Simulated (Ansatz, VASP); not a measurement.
**One calculation of Ru5C, two programs**

```
Ru C
1.0
     2.67406    0.00000    0.00000
    -1.33703    2.31580    0.00000
     0.00000    0.00000   25.39992
Ru C
5 1
Direct
  0.66667 0.33333 0.15748
  0.33333 0.66667 0.24068
  0.66667 0.33333 0.32402
  0.33333 0.66667 0.40785
  0.66667 0.33333 0.48819
  0.66667 0.33333 0.64449
```

Alike in both runs: task single point; functional LDA; k mesh 12 × 12 × 1; occupations gaussian, width 0.1 eV; collinear spin.

|  | VASP | Ansatz |
| --- | --- | --- |
| version | VASP 6.6.1 | Ansatz 0.2.0 |
| potentials or method | VASP PAW LDA potentials, release 64 (Ru_pv, C), cutoff 520 eV | scalar-relativistic, plane waves, PAW |
| valence electrons in the cell | 74 | 84 |

|  | VASP | Ansatz | Ansatz less VASP |
| --- | --- | --- | --- |
| gap on the k mesh at the Fermi level (eV) | none | none | - |
| rms of the force components (eV/Å) | 0.256 | 0.262 | +0.0057 |
| net moment per atom (μB) | 0.03 | 0.03 | +0.003 |
| size of the moment on the site where the two differ most (μB) | 0.10 | 0.17 | +0.070 |

Ansatz warns that its potentials were made for another functional, while VASP's fit it. LDA's correlation is that of Perdew and Zunger in VASP and of Perdew and Wang (1992) in Ansatz. Site moments also hang on the region over which each program counts them. Atom by atom the forces differ by 0.019 eV/Å (rms over components). A gap of «none» marks a metal or a gap that the smearing closes. VASP's potentials hold 74 valence electrons a cell and Ansatz's 84, so a difference there can come from the potentials and not from the codes.
